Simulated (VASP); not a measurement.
# CoSi2 (Fm-3m) in VASP: single point with PBE

Aim: the single point of CoSi2 with PBE.

All numbers are computed with VASP 6.6.1; they aren't measurements. Logs are shortened: lines on timing, memory, paths and dates and some standing lists are left out, and cuts for length are marked.

## 1. The cell of the first run

It takes space group Fm-3m (No. 225, cubic). The conventional cell has a = 5.365 Å, b = 5.365 Å, c = 5.365 Å, α = 90.00°, β = 90.00°, γ = 90.00°. Within 3.1 Å of Co (site symmetry m-3m) lie 8 Si at 2.32 Å. Si (site symmetry -43m) has 4 Co at 2.32 Å and 6 Si at 2.68 Å within 3.1 Å.

## 2. Single point, PBE

The input, INCAR:

```
PREC     = Accurate       # precision mode
ENCUT    = 520            # plane-wave cutoff, eV
EDIFF    = 1E-6           # SCF threshold, eV
ISMEAR   = 0              # smearing method
SIGMA    = 0.05           # smearing width, eV
LREAL    = False          # projectors in reciprocal space
LASPH    = True           # aspherical terms in the spheres
NELM     = 60             # most SCF steps
ALGO     = Normal         # electronic algorithm
ISIF     = 2              # what is computed and relaxed
LWAVE    = False          # write WAVECAR
LCHARG   = False          # write CHGCAR
GGA      = PE             # functional
NBANDS   = 16             # bands
```

The input, KPOINTS:

```
regular mesh
0
Gamma
  12 12 12
```

The input, POSCAR:

```
CoSi2
1.0
    0.0000000000      2.6824999877      2.6824999877
    2.6824999877      0.0000000000      2.6824999877
    2.6824999877      2.6824999877      0.0000000000
Co Si
1 2
Direct
    0.0000000000      0.0000000000      0.0000000000
    0.2500000000      0.2500000000      0.2500000000
    0.7500000000      0.7500000000      0.7500000000
```

Potentials or basis: VASP PAW PBE potentials, release 64 (Co, Si).

Command:

```
$ cat potpaw_PBE.64/Co/POTCAR potpaw_PBE.64/Si/POTCAR > POTCAR
$ mpirun -np 1 vasp_std > vasp.out
```

OUTCAR:

```text
PREC = Accurate
   ENCUT = 520
   EDIFF = 1E-6
   ISMEAR = 0
   LREAL = False
   LASPH = True
   NELM = 60
   ISIF = 2
   GGA = PE

 ion  position               nearest neighbor table
   1  0.000  0.000  0.000-   3 2.32   3 2.32   3 2.32   2 2.32   3 2.32   2 2.32   2 2.32   2 2.32

   2  0.250  0.250  0.250-   1 2.32   1 2.32   1 2.32   1 2.32   3 2.68   3 2.68   3 2.68   3 2.68
                             3 2.68   3 2.68
   3  0.750  0.750  0.750-   1 2.32   1 2.32   1 2.32   1 2.32   2 2.68   2 2.68   2 2.68   2 2.68
                             2 2.68   2 2.68

  LATTYP: Found a face centered cubic cell.
 ALAT       =     5.3649999754

  Lattice vectors:

 A1 = (   0.0000000000,   2.6824999877,   2.6824999877)
 A2 = (   2.6824999877,   0.0000000000,   2.6824999877)
 A3 = (   2.6824999877,   2.6824999877,   0.0000000000)

Analysis of symmetry for initial positions (statically):
=====================================================================
 Subroutine PRICEL returns:
 Original cell was already a primitive cell.

 Routine SETGRP: Setting up the symmetry group for a
 face centered cubic supercell.

 Subroutine GETGRP returns: Found 48 space group operations
 (whereof 48 operations were pure point group operations)
 out of a pool of 48 trial point group operations.

The static configuration has the point symmetry O_h .

Analysis of symmetry for dynamics (positions and initial velocities):
=====================================================================
 Subroutine PRICEL returns:
 Original cell was already a primitive cell.

 Routine SETGRP: Setting up the symmetry group for a
 face centered cubic supercell.

 Subroutine GETGRP returns: Found 48 space group operations
 (whereof 48 operations were pure point group operations)
 out of a pool of 48 trial point group operations.

The dynamic configuration has the point symmetry O_h .

 Subroutine INISYM returns: Found 48 space group operations
 (whereof 48 operations are pure point group operations),
 and found     1 'primitive' translations

----------------------------------------------------------------------------------------

                                     Primitive cell

  volume of cell :      38.6055

  direct lattice vectors                    reciprocal lattice vectors
     0.000000000  2.682499988  2.682499988    -0.186393291  0.186393291  0.186393291
     2.682499988  0.000000000  2.682499988     0.186393291 -0.186393291  0.186393291
     2.682499988  2.682499988  0.000000000     0.186393291  0.186393291 -0.186393291

  length of vectors
     3.793627864  3.793627864  3.793627864     0.322842650  0.322842650  0.322842650

  position of ions in fractional coordinates (direct lattice)
     0.000000000  0.000000000  0.000000000
     0.250000000  0.250000000  0.250000000
     0.750000000  0.750000000  0.750000000

  ion indices of the primitive-cell ions
   primitive index   ion index
                 1           1
                 2           2
                 3           3

----------------------------------------------------------------------------------------

 KPOINTS: regular mesh

Automatic generation of k-mesh.
 Grid dimensions read from file:
 generate k-points for:   12   12   12

 Generating k-lattice:

  Cartesian coordinates                     Fractional coordinates (reciprocal lattice)
    -0.015532774  0.015532774  0.015532774     0.083333333  0.000000000  0.000000000
     0.015532774 -0.015532774  0.015532774     0.000000000  0.083333333  0.000000000
     0.015532774  0.015532774 -0.015532774     0.000000000  0.000000000  0.083333333

  Length of vectors
     0.026903554  0.026903554  0.026903554

  Shift w.r.t. Gamma in fractional coordinates (k-lattice)
     0.000000000  0.000000000  0.000000000

 Subroutine IBZKPT returns following result:
 ===========================================

 Found     72 irreducible k-points:

 Following reciprocal coordinates:
            Coordinates               Weight
  0.000000  0.000000  0.000000      1.000000
  0.083333  0.000000  0.000000      8.000000
  0.166667  0.000000  0.000000      8.000000
  0.250000  0.000000  0.000000      8.000000
  0.333333  0.000000  0.000000      8.000000
  0.416667  0.000000  0.000000      8.000000
[... 16 lines left out ...]
  0.500000  0.166667  0.000000     24.000000
 -0.416667  0.166667  0.000000     24.000000
 [... further k-points ...]
   k-points           NKPTS =     72   k-points in BZ     NKDIM =     72   number of bands    NBANDS=     16
   number of dos      NEDOS =    301   number of ions     NIONS =      3
   total plane-waves  NPLWV =  21952
   dimension x,y,z NGX =    28 NGY =   28 NGZ =   28
   dimension x,y,z NGXF=    56 NGYF=   56 NGZF=   56
   ions per type =               1   2
   NGX,Y,Z   is equivalent  to a cutoff of  12.27, 12.27, 12.27 a.u.
   NGXF,Y,Z  is equivalent  to a cutoff of  24.54, 24.54, 24.54 a.u.
 SYSTEM =  unknown system
   PREC   = accura    normal or accurate (medium, high low for compatibility)
   ISTART =      0    job   : 0-new  1-cont  2-samecut
   ICHARG =      2    charge: 1-file 2-atom 10-const
   ISPIN  =      1    spin polarized calculation?
   LNONCOLLINEAR =      F non collinear calculations
   LSORBIT =      F    spin-orbit coupling
   LASPH  =      T    aspherical Exc in radial PAW
   ENCUT  =  520.0 eV  38.22 Ry    6.18 a.u.   7.05  7.05  7.05*2*pi/ulx,y,z
   NELM   =     60;   NELMIN=  2; NELMDL= -5     # of ELM steps
   EDIFF  = 0.1E-05   stopping-criterion for ELM
   LREAL  =      F    real-space projection
   EDIFFG = 0.1E-04   stopping-criterion for IOM
   NSW    =      0    number of steps for IOM
   IBRION =     -1    ionic relax: 0-MD 1-quasi-New 2-CG
   NFREE  =      0    steps in history (QN), initial steepest desc. (CG)
   ISIF   =      2    stress and relaxation
   ISYM   =      2    0-nonsym 1-usesym 2-fastsym
   POTIM  = 0.5000    time-step for ionic-motion
   TEBEG  =    0.0;   TEEND  =   0.0 temperature during run
   PSTRESS=    0.0 pullay stress
   NELECT =      17.0000    total number of electrons
   NUPDOWN=      -1.0000    fix difference up-down
   EMIN   =  10.00;   EMAX   =-10.00  energy-range for DOS
   EFERMI =   0.00;   METHOD = LEGACY
   ISMEAR =     0;   SIGMA  =   0.05  broadening in eV -4-tet -1-fermi 0-gaus
   EFERMI_NEDOS =   21; number of points for ismear=-14 and -15
   IALGO  =     38    algorithm
   IMIX   =      4    mixing-type and parameters
     AMIX     =   0.40;   BMIX     =  1.00
     AMIX_MAG =   1.60;   BMIX_MAG =  1.00
  volume/ion in A,a.u.               =      12.87        86.84
  Fermi-wavevector in a.u.,A,eV,Ry     =   1.245493  2.353641 21.106088  1.551254
  Thomas-Fermi vector in A             =   2.379713
   LORBIT       =      0    0 simple, 1 ext, 2 COOP (PROOUT), +10 PAW based schemes
   GGA     = PE    functional components
   LHFCALC =     F    Hartree Fock is set to
   AEXX    =    0.0000 exact exchange contribution
   IVDW    =     0    specifies the selected vdW correction
   LEPSILON=     F    determine dielectric tensor
   LRPA    =     F    only Hartree local field effects (RPA)
 non-spin polarized calculation
 Gauss-broadening in eV      SIGMA  =   0.05
  energy-cutoff  :      520.00
  volume of cell :       38.61
 maximum number of plane-waves:      1056
   NGX = 15   NGY = 15   NGZ = 15

 number of electron      16.9999994 magnetization

 Free energy of the ion-electron system (eV)
  ---------------------------------------------------
  ext. energy  EPLUGINS =         0.00000000
  ---------------------------------------------------
  free energy    TOTEN  =       -19.29581607 eV

  energy without entropy =      -19.29433979  energy(sigma->0) =      -19.29507793

 E-fermi :  10.0079     XC(G=0): -11.7233

 val. band max:        9.9892406007   @ k =   0.4167   0.2500   0.0833
 cond. band min:      10.0277025987   @ k =   0.4167   0.0833   0.0000
 fundamental gap:      0.0384619980
 Fermi energy:        10.0079114015

 k-point     1 :       0.0000    0.0000    0.0000
  band No.  band energies     occupation
      1      -3.0608      2.00000
      2       5.9699      2.00000
      3       5.9699      2.00000
      4       5.9699      2.00000
      5       8.1337      2.00000
      6       8.1337      2.00000
[... 8 lines left out ...]
     15      15.6709      0.00000
     16      15.6709      0.00000

 k-point     2 :       0.0833    0.0000    0.0000
  band No.  band energies     occupation
      1      -2.9557      2.00000
      2       5.7052      2.00000
      3       6.0074      2.00000
      4       6.0074      2.00000
      5       8.1022      2.00000
      6       8.1022      2.00000
[... 8 lines left out ...]
     15      15.3475      0.00000
     16      15.4794      0.00000

 k-point     3 :       0.1667    0.0000    0.0000
  band No.  band energies     occupation
      1      -2.6425      2.00000
      2       5.0041      2.00000
      3       6.1107      2.00000
      4       6.1107      2.00000
      5       8.0329      2.00000
      6       8.0329      2.00000
[... 8 lines left out ...]
     15      15.5834      0.00000
     16      16.3074      0.00000

 k-point     4 :       0.2500    0.0000    0.0000
  band No.  band energies     occupation
      1      -2.1273      2.00000
      2       4.0194      2.00000
      3       6.2493      2.00000
      4       6.2493      2.00000
      5       7.9922      2.00000
      6       7.9922      2.00000
[... 8 lines left out ...]
     15      16.6782      0.00000
     16      17.4997      0.00000

 k-point     5 :       0.3333    0.0000    0.0000
  band No.  band energies     occupation
      1      -1.4222      2.00000
      2       2.8780      2.00000
      3       6.3737      2.00000
      4       6.3737      2.00000
      5       8.0593      2.00000
      6       8.0593      2.00000
[... 8 lines left out ...]
     15      17.9972      0.00000
     16      18.7127      0.00000

 k-point     6 :       0.4167    0.0000    0.0000
  band No.  band energies     occupation
      1      -0.5519      2.00000
      2       1.7015      2.00000
      3       6.4450      2.00000
      4       6.4450      2.00000
      5       8.0033      2.00000
      6       8.2574      2.00000
[... 8 lines left out ...]
     15      19.4149      0.00000
     16      20.0517      0.00000
[... 267 lines left out ...]
 k-point    21 :       0.3333    0.1667    0.0000
  band No.  band energies     occupation
      1      -1.5508      2.00000
      2       3.7483      2.00000
      3       6.1554      2.00000
      4       6.1712      2.00000
      5       7.0205      2.00000
      6       8.3826      2.00000
[... 8 lines left out ...]
     15      19.3056      0.00000
     16      19.5507      0.00000

 k-point    22 :       0.4167    0.1667    0.0000
  band No.  band energies     occupation
      1      -0.7959      2.00000
      2       2.6980      2.00000
      3       6.0705      2.00000
      4       6.2917      2.00000
      5       6.9199      2.00000
      6       8.1802      2.00000
[... 8 lines left out ...]
     15      20.5691      0.00000
     16      20.9445      0.00000

 k-point    23 :       0.5000    0.1667    0.0000
  band No.  band energies     occupation
      1       0.1040      2.00000
      2       1.5977      2.00000
      3       5.8265      2.00000
      4       6.4478      2.00000
      5       6.9460      2.00000
      6       8.1719      2.00000
[... 8 lines left out ...]
     15      20.6579      0.00000
     16      21.1994      0.00000

 k-point    24 :      -0.4167    0.1667    0.0000
  band No.  band energies     occupation
      1       0.4132      2.00000
      2       1.2493      2.00000
      3       5.5950      2.00000
      4       6.6150      2.00000
      5       7.1337      2.00000
      6       7.9633      2.00000
[... 8 lines left out ...]
     15      19.2643      0.00000
     16      19.6559      0.00000

 [... further k-points ...]

------------------------ aborting loop because EDIFF is reached ----------------------------------------

  FORCE on cell =-STRESS in cart. coord.  units (eV):
  Direction    XX          YY          ZZ          XY          YZ          ZX
  --------------------------------------------------------------------------------------
  -------------------------------------------------------------------------------------
  Total       -0.1838995     -0.1838995     -0.1838995      0.0000000     -0.0000000     -0.0000000
  in kB       -7.6320636     -7.6320636     -7.6320636      0.0000000     -0.0000000     -0.0000000
  external PRESSURE =      -7.6320636 kB  Pullay stress =       0.0000000 kB

 VOLUME and BASIS-vectors are now :
 -----------------------------------------------------------------------------
  energy-cutoff  :      520.00
  volume of cell :       38.61
      direct lattice vectors                 reciprocal lattice vectors
     0.000000000  2.682499988  2.682499988    -0.186393291  0.186393291  0.186393291
     2.682499988  0.000000000  2.682499988     0.186393291 -0.186393291  0.186393291
     2.682499988  2.682499988  0.000000000     0.186393291  0.186393291 -0.186393291

 POSITION                                       TOTAL-FORCE (eV/Angst)
 -----------------------------------------------------------------------------------
      0.00000      0.00000      0.00000        -0.000000     -0.000000     -0.000000
      1.34125      1.34125      1.34125         0.000000      0.000000      0.000000
      4.02375      4.02375      4.02375        -0.000000     -0.000000     -0.000000
 -----------------------------------------------------------------------------------
    total drift:                               -0.000000     -0.000000      0.000000

  FREE ENERGIE OF THE ION-ELECTRON SYSTEM (eV)
  ---------------------------------------------------
  free  energy   TOTEN  =       -19.2958160730 eV

  energy  without entropy=      -19.2943397905  energy(sigma->0) =      -19.29507793
```

It took 41 s on 1 thread of Intel Xeon 6975P-C (Granite Rapids), shared host; peak memory 0.18 GiB.

What came out:

```yaml
Free_energy: -19.2958 eV
Pressure: -0.8 GPa
```

Levels at points of the mesh, in eV from the Fermi level:
```
           k point  band 7  band 8  band 9  band 10  band 11  band 12
(0.00, 0.00, 0.00)    0.72    3.40    3.40     3.40     3.47     3.47
(0.50, 0.00, 0.00)   -1.60   -0.45   -0.45     2.69     3.41     3.41
(0.50, 0.50, 0.00)   -1.92   -1.88   -1.31     1.57     2.94     8.56
```

Spin polarisation is off, so any magnetic state and its effect on volume and gap are missing.
